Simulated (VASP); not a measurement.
# TaN (P-62m) in VASP: further runs

TaN is run at these levels: LDA+U; tasks: single point.

All numbers are computed with VASP 6.6.1; they aren't measurements. Logs are shortened: lines on timing, memory, paths and dates and some standing lists are left out, and cuts for length are marked.

## Step 1: The cell of the first run

Symmetry: P-62m, No. 189, hexagonal system. Conventional cell: a = 5.196 Å, b = 5.196 Å, c = 2.911 Å, α = 90.00°, β = 90.00°, γ = 120.00°. Ta (site symmetry -6) has 6 N at 2.16 Å within 2.9 Å. Ta (site symmetry -62m) has 3 N at 2.04 Å within 2.7 Å. N (site symmetry m2m) has 5 Ta at 2.04 to 2.16 Å within 2.7 Å.

## Step 2: Single point, LDA+U, collinear spin, ferromagnetic start

INCAR

```
PREC     = Accurate       # precision mode
ENCUT    = 520            # plane-wave cutoff, eV
EDIFF    = 1E-6           # SCF threshold, eV
ISMEAR   = 0              # smearing method
SIGMA    = 0.05           # smearing width, eV
LREAL    = False          # projectors in reciprocal space
LASPH    = True           # aspherical terms in the spheres
NELM     = 150            # most SCF steps
ALGO     = Normal         # electronic algorithm
ISIF     = 2              # what is computed and relaxed
LWAVE    = False          # write WAVECAR
LCHARG   = True           # write CHGCAR
ISPIN    = 2              # spin polarisation
MAGMOM   = 2 2 2 0 0 0    # initial moments
LORBIT   = 11             # projections on sites
LMAXMIX  = 4              # l up to which the mixer works
LDAU     = True           # DFT+U
LDAUTYPE = 2            
LDAUL    = 2 -1           # shell
LDAUU    = 8 0            # U, eV
LDAUJ    = 0 0          
LDAUPRINT= 1            
GGA      = CA             # functional
LELF     = True           # ELF
LVHAR    = True         
NBANDS   = 37             # bands
```

KPOINTS

```
Automatic mesh
0
Gamma
  4 4 6
```

POSCAR

```
TaN
1.0
    5.1960001500      0.0000000000      0.0000000000
   -2.5980000800      4.4998681300      0.0000000000
    0.0000000000      0.0000000000      2.9109996000
Ta N
3 3
Direct
    0.3333333333      0.6666666667      0.5000000000
    0.6666666667      0.3333333333      0.5000000000
    0.0000000000      0.0000000000      0.0000000000
    0.3928500000      0.0000000000      0.0000000000
    0.6071500000      0.6071500000      0.0000000000
    0.0000000000      0.3928500000      0.0000000000
```

Potentials or basis: VASP PAW LDA potentials, release 64 (Ta_pv, N).

Launch:

```console
$ cat potpaw_LDA.64/Ta_pv/POTCAR potpaw_LDA.64/N/POTCAR > POTCAR
$ mpirun -np 1 vasp_std > vasp.out
```

OUTCAR:

```text
PREC = Accurate
   ENCUT = 520
   EDIFF = 1E-6
   ISMEAR = 0
   LREAL = False
   LASPH = True
   NELM = 150
   ISIF = 2
   ISPIN = 2
   LORBIT = 11
   GGA = CA

 ion  position               nearest neighbor table
   1  0.333  0.667  0.500-   6 2.16   6 2.16   5 2.16   5 2.16   4 2.16   4 2.16   2 3.00   2 3.00
                             2 3.00   3 3.33   3 3.33   3 3.33   3 3.33   3 3.33   3 3.33
   2  0.667  0.333  0.500-   6 2.16   6 2.16   4 2.16   4 2.16   5 2.16   5 2.16   1 3.00   1 3.00
                             1 3.00   3 3.33   3 3.33   3 3.33   3 3.33   3 3.33   3 3.33
   3  0.000  0.000  0.000-   5 2.04   4 2.04   6 2.04   2 3.33   2 3.33   1 3.33   1 3.33   1 3.33
                             2 3.33   2 3.33   1 3.33   2 3.33   2 3.33   1 3.33   1 3.33
   4  0.393  0.000  0.000-   3 2.04   2 2.16   2 2.16   1 2.16   1 2.16
   5  0.607  0.607  0.000-   3 2.04   1 2.16   1 2.16   2 2.16   2 2.16
   6  0.000  0.393  0.000-   3 2.04   2 2.16   2 2.16   1 2.16   1 2.16

  LATTYP: Found a hexagonal cell.
 ALAT       =     5.1960001500
 C/A-ratio  =     0.5602385520

  Lattice vectors:

 A1 = (   5.1960001500,   0.0000000000,   0.0000000000)
 A2 = (  -2.5980000800,   4.4998681300,   0.0000000000)
 A3 = (   0.0000000000,   0.0000000000,   2.9109996000)

Analysis of symmetry for initial positions (statically):
=====================================================================
 Subroutine PRICEL returns:
 Original cell was already a primitive cell.

 Routine SETGRP: Setting up the symmetry group for a
 hexagonal supercell.

 Subroutine GETGRP returns: Found 12 space group operations
 (whereof 12 operations were pure point group operations)
 out of a pool of 24 trial point group operations.

The static configuration has the point symmetry D_3h.

Analysis of symmetry for dynamics (positions and initial velocities):
=====================================================================
 Subroutine PRICEL returns:
 Original cell was already a primitive cell.

 Routine SETGRP: Setting up the symmetry group for a
 hexagonal supercell.

 Subroutine GETGRP returns: Found 12 space group operations
 (whereof 12 operations were pure point group operations)
 out of a pool of 24 trial point group operations.

The dynamic configuration has the point symmetry D_3h.

Analysis of structural, dynamic, and magnetic symmetry:
=====================================================================
 Subroutine PRICEL returns:
 Original cell was already a primitive cell.

 Routine SETGRP: Setting up the symmetry group for a
 hexagonal supercell.

 Subroutine GETGRP returns: Found 12 space group operations
 (whereof 12 operations were pure point group operations)
 out of a pool of 24 trial point group operations.

The overall configuration has the point symmetry D_3h.

 Subroutine INISYM returns: Found 12 space group operations
 (whereof 12 operations are pure point group operations),
 and found     1 'primitive' translations

----------------------------------------------------------------------------------------

                                     Primitive cell

  volume of cell :      68.0630

  direct lattice vectors                    reciprocal lattice vectors
     5.196000150  0.000000000  0.000000000     0.192455730  0.111114367  0.000000000
    -2.598000080  4.499868130  0.000000000     0.000000000  0.222228735  0.000000000
     0.000000000  0.000000000  2.910999600     0.000000000  0.000000000  0.343524609

  length of vectors
     5.196000150  5.196000154  2.910999600     0.222228735  0.222228735  0.343524609

  position of ions in fractional coordinates (direct lattice)
     0.333333333  0.666666667  0.500000000
     0.666666667  0.333333333  0.500000000
     0.000000000  0.000000000  0.000000000
     0.392850000  0.000000000  0.000000000
     0.607150000  0.607150000  0.000000000
     1.000000000  0.392850000  0.000000000

  ion indices of the primitive-cell ions
   primitive index   ion index
                 1           1
                 2           2
                 3           3
                 4           4
                 5           5
                 6           6

----------------------------------------------------------------------------------------

 KPOINTS: Automatic mesh
[... 58 lines left out ...]
   NELM   =    150;   NELMIN=  2; NELMDL= -5     # of ELM steps
   EDIFF  = 0.1E-05   stopping-criterion for ELM
   LREAL  =      F    real-space projection
   EDIFFG = 0.1E-04   stopping-criterion for IOM
   NSW    =      0    number of steps for IOM
   IBRION =     -1    ionic relax: 0-MD 1-quasi-New 2-CG
   NFREE  =      0    steps in history (QN), initial steepest desc. (CG)
   ISIF   =      2    stress and relaxation
   ISYM   =      2    0-nonsym 1-usesym 2-fastsym
   POTIM  = 0.5000    time-step for ionic-motion
   TEBEG  =    0.0;   TEEND  =   0.0 temperature during run
   PSTRESS=    0.0 pullay stress
   NELECT =      48.0000    total number of electrons
   NUPDOWN=      -1.0000    fix difference up-down
   EMIN   =  10.00;   EMAX   =-10.00  energy-range for DOS
   EFERMI =   0.00;   METHOD = LEGACY
   ISMEAR =     0;   SIGMA  =   0.05  broadening in eV -4-tet -1-fermi 0-gaus
   EFERMI_NEDOS =   21; number of points for ismear=-14 and -15
   IALGO  =     38    algorithm
   IMIX   =      4    mixing-type and parameters
     AMIX     =   0.40;   BMIX     =  1.00
     AMIX_MAG =   1.60;   BMIX_MAG =  1.00
  volume/ion in A,a.u.               =      11.34        76.55
  Fermi-wavevector in a.u.,A,eV,Ry     =   1.457197  2.753703 28.890918  2.123423
  Thomas-Fermi vector in A             =   2.574026
   LORBIT       =     11    0 simple, 1 ext, 2 COOP (PROOUT), +10 PAW based schemes
 LDA+U is selected, type is set to LDAUTYPE =  2
   angular momentum for each species LDAUL =     2   -1
   U (eV)           for each species LDAUU =   8.0  0.0
   J (eV)           for each species LDAUJ =   0.0  0.0
   GGA     = CA    functional components
   LHFCALC =     F    Hartree Fock is set to
   AEXX    =    0.0000 exact exchange contribution
   IVDW    =     0    specifies the selected vdW correction
   LEPSILON=     F    determine dielectric tensor
   LRPA    =     F    only Hartree local field effects (RPA)
 spin polarized calculation
 Gauss-broadening in eV      SIGMA  =   0.05
  energy-cutoff  :      520.00
  volume of cell :       68.06
 maximum number of plane-waves:      1858
 NGX is ok and might be reduce to    40
   NGX = 19   NGY = 19   NGZ = 11

 number of electron      48.0000002 magnetization      -0.0002446

atom =   1  type =  1  l = 2

 onsite density matrix

spin component  1
[... 83 lines left out ...]
  o =  0.1622  v =  0.0000  0.0000  0.0000  0.0000  0.0000 -0.0000  0.5583 -0.0000  0.8296  0.0000      0.0000  0.0000  0.0000  0.0000  0.0000  0.0000  0.0000  0.0000  0.0000  0.0000
  o =  0.1622  v =  0.0000  0.0000  0.0000  0.0000  0.0000 -0.0000  0.8296 -0.0000 -0.5583  0.0000      0.0000  0.0000  0.0000  0.0000  0.0000  0.0000  0.0000  0.0000  0.0000  0.0000
  o =  0.1622  v = -0.0000  0.5583  0.0000  0.8296 -0.0000  0.0000  0.0000  0.0000  0.0000  0.0000      0.0000  0.0000  0.0000  0.0000  0.0000  0.0000  0.0000  0.0000  0.0000  0.0000
  o =  0.1622  v = -0.0000  0.8296  0.0000 -0.5583 -0.0000  0.0000  0.0000  0.0000  0.0000  0.0000      0.0000  0.0000  0.0000  0.0000  0.0000  0.0000  0.0000  0.0000  0.0000  0.0000
  o =  0.2170  v = -0.0061 -0.0000  0.0000 -0.0000 -1.0000  0.0000  0.0000  0.0000  0.0000  0.0000      0.0000  0.0000  0.0000  0.0000  0.0000  0.0000  0.0000  0.0000  0.0000  0.0000
  o =  0.2170  v = -1.0000  0.0000  0.0000  0.0000  0.0061  0.0000  0.0000  0.0000  0.0000  0.0000      0.0000  0.0000  0.0000  0.0000  0.0000  0.0000  0.0000  0.0000  0.0000  0.0000
  o =  0.2170  v =  0.0000  0.0000  0.0000  0.0000  0.0000 -0.0077  0.0000  0.0000 -0.0000 -1.0000      0.0000  0.0000  0.0000  0.0000  0.0000  0.0000  0.0000  0.0000  0.0000  0.0000
  o =  0.2170  v =  0.0000  0.0000  0.0000  0.0000  0.0000 -1.0000 -0.0000  0.0000 -0.0000  0.0077      0.0000  0.0000  0.0000  0.0000  0.0000  0.0000  0.0000  0.0000  0.0000  0.0000
  o =  0.3296  v = -0.0000  0.0000 -1.0000 -0.0000 -0.0000  0.0000  0.0000  0.0000  0.0000  0.0000      0.0000  0.0000  0.0000  0.0000  0.0000  0.0000  0.0000  0.0000  0.0000  0.0000
  o =  0.3296  v =  0.0000  0.0000  0.0000  0.0000  0.0000 -0.0000 -0.0000 -1.0000 -0.0000 -0.0000      0.0000  0.0000  0.0000  0.0000  0.0000  0.0000  0.0000  0.0000  0.0000  0.0000

 number of electron      48.0000002 magnetization       0.0001007

 Free energy of the ion-electron system (eV)
  ---------------------------------------------------
  ext. energy  EPLUGINS =         0.00000000
  ---------------------------------------------------
  free energy    TOTEN  =       -52.84448370 eV

  energy without entropy =      -52.84126850  energy(sigma->0) =      -52.84287610

 E-fermi :   9.3327     XC(G=0): -13.2743

 val. band max:        8.9510876482   @ k =   0.0000   0.0000   0.3333
 cond. band min:       9.3479497600   @ k =   0.2500  -0.0000   0.1667
 fundamental gap:      0.3968621118
 Fermi energy:         9.3327347218

 spin component 1

 k-point     1 :       0.0000    0.0000    0.0000
  band No.  band energies     occupation
      1     -28.6011      1.00000
      2     -28.6011      1.00000
      3     -28.2647      1.00000
      4     -28.2647      1.00000
      5     -28.0516      1.00000
      6     -27.9496      1.00000
[... 613 lines left out ...]
     35      15.3057      0.00000
     36      15.5851      0.00000
 Fermi energy:         9.3327347218

 spin component 2

 k-point     1 :       0.0000    0.0000    0.0000
  band No.  band energies     occupation
      1     -28.6010      1.00000
      2     -28.6010      1.00000
      3     -28.2646      1.00000
      4     -28.2646      1.00000
      5     -28.0516      1.00000
      6     -27.9496      1.00000
[... 613 lines left out ...]
     35      15.3057      0.00000
     36      15.5851      0.00000
 [bands above 36 left out]

------------------------ aborting loop because EDIFF is reached ----------------------------------------

  FORCE on cell =-STRESS in cart. coord.  units (eV):
  Direction    XX          YY          ZZ          XY          YZ          ZX
  --------------------------------------------------------------------------------------
  -------------------------------------------------------------------------------------
  Total        6.8725743      6.8725743      8.1043244     -0.0000000      0.0000000      0.0000000
  in kB      161.7778051    161.7778052    190.7727377     -0.0000002      0.0000000      0.0000000
  external PRESSURE =     171.4427827 kB  Pullay stress =       0.0000000 kB

 VOLUME and BASIS-vectors are now :
 -----------------------------------------------------------------------------
  energy-cutoff  :      520.00
  volume of cell :       68.06
      direct lattice vectors                 reciprocal lattice vectors
     5.196000150  0.000000000  0.000000000     0.192455730  0.111114367  0.000000000
    -2.598000080  4.499868130  0.000000000     0.000000000  0.222228735  0.000000000
     0.000000000  0.000000000  2.910999600     0.000000000  0.000000000  0.343524609

 POSITION                                       TOTAL-FORCE (eV/Angst)
 -----------------------------------------------------------------------------------
     -0.00000      2.99991      1.45550         0.000000      0.000000      0.000000
      2.59800      1.49996      1.45550         0.000000      0.000000      0.000000
      0.00000      0.00000      0.00000         0.000000      0.000000      0.000000
      2.04125      0.00000      0.00000         0.443479      0.000000     -0.000000
      1.57738      2.73209      0.00000        -0.221740     -0.384065      0.000000
     -1.02062      1.76777      0.00000        -0.221740      0.384065      0.000000
 -----------------------------------------------------------------------------------
    total drift:                               -0.000002     -0.000003      0.000000

  FREE ENERGIE OF THE ION-ELECTRON SYSTEM (eV)
  ---------------------------------------------------
  free  energy   TOTEN  =       -52.8444836976 eV

  energy  without entropy=      -52.8412684967  energy(sigma->0) =      -52.84287610

 total charge

# of ion       s       p       d       tot
------------------------------------------
    1        0.322   6.300   2.114   8.736
    2        0.322   6.300   2.114   8.736
    3        0.373   6.267   2.131   8.772
    4        1.227   2.594   0.000   3.822
    5        1.227   2.594   0.000   3.822
    6        1.227   2.594   0.000   3.822
--------------------------------------------------
tot          4.699  26.649   6.360  37.708

 magnetization (x)

# of ion       s       p       d       tot
------------------------------------------
    1       -0.000   0.000   0.000   0.000
    2       -0.000   0.000   0.000   0.000
    3       -0.000   0.000  -0.000   0.000
    4        0.000  -0.000   0.000  -0.000
    5        0.000  -0.000   0.000  -0.000
    6        0.000  -0.000   0.000  -0.000
--------------------------------------------------
tot          0.000   0.000   0.000   0.000
```

Wall time 65 s (1 thread of Intel Xeon 6975P-C, shared host); peak memory 0.21 GiB.

Results:

| Item | Value |
| --- | --- |
| Free energy | -52.8445 eV |
| Pressure | 17.1 GPa |
| Largest force | 0.443 eV/Å |
| Band gap on the k mesh | zero (filled and empty bands overlap) |
| Net moment | 0.00 μB per cell |
| Valence electrons inside the program's atomic spheres | Ta 8.74, 8.77; N 3.82 |

Forces on the atoms (eV/Å):
```
Ta   0.000  0.000  0.000
Ta   0.000  0.000  0.000
Ta   0.000  0.000  0.000
N    0.443  0.000  0.000
N   -0.222 -0.384  0.000
N   -0.222  0.384  0.000
```

Stress tensor (GPa, compression positive):
```
16.18  0.00  0.00
 0.00 16.18  0.00
 0.00  0.00 19.08
```

Levels at points of the mesh, in eV from the Fermi level:
Spin up:
```
           k point  band 22  band 23  band 24  band 25  band 26  band 27
(0.00, 0.00, 0.00)    -3.95    -2.33    -0.95    -0.95     1.01     1.01
(0.50, 0.00, 0.00)    -4.22    -3.27    -2.80     1.11     1.87     2.30
(0.00, 0.00, 0.50)    -2.92    -2.92     1.53     2.19     2.19     2.23
(0.50, 0.00, 0.50)    -3.34    -2.32    -0.83     0.57     1.34     3.19
```
Spin down:
| k point | band 22 | band 23 | band 24 | band 25 | band 26 | band 27 |
| --- | --- | --- | --- | --- | --- | --- |
| (0.00, 0.00, 0.00) | -3.95 | -2.33 | -0.95 | -0.95 | 1.01 | 1.01 |
| (0.50, 0.00, 0.00) | -4.22 | -3.27 | -2.80 | 1.11 | 1.87 | 2.30 |
| (0.00, 0.00, 0.50) | -2.92 | -2.92 | 1.53 | 2.19 | 2.19 | 2.23 |
| (0.50, 0.00, 0.50) | -3.34 | -2.31 | -0.83 | 0.57 | 1.34 | 3.19 |

Eigenvalues of the final occupation matrices:
| site | spin | trace | eigenvalues |
| --- | --- | --- | --- |
| site 1 d | 1 | 1.08 | 0.19 0.19 0.21 0.21 0.28 |
| site 1 d | 2 | 1.08 | 0.19 0.19 0.21 0.21 0.28 |
| site 2 d | 1 | 1.08 | 0.19 0.19 0.21 0.21 0.28 |
| site 2 d | 2 | 1.08 | 0.19 0.19 0.21 0.21 0.28 |
| site 3 d | 1 | 1.09 | 0.16 0.16 0.22 0.22 0.33 |
| site 3 d | 2 | 1.09 | 0.16 0.16 0.22 0.22 0.33 |

Caveat: spin-orbit coupling is left out, which moves the levels of the heavy elements. The state reached can hang on the start; a lower one may exist.

(Continued in part 2 of 2.)
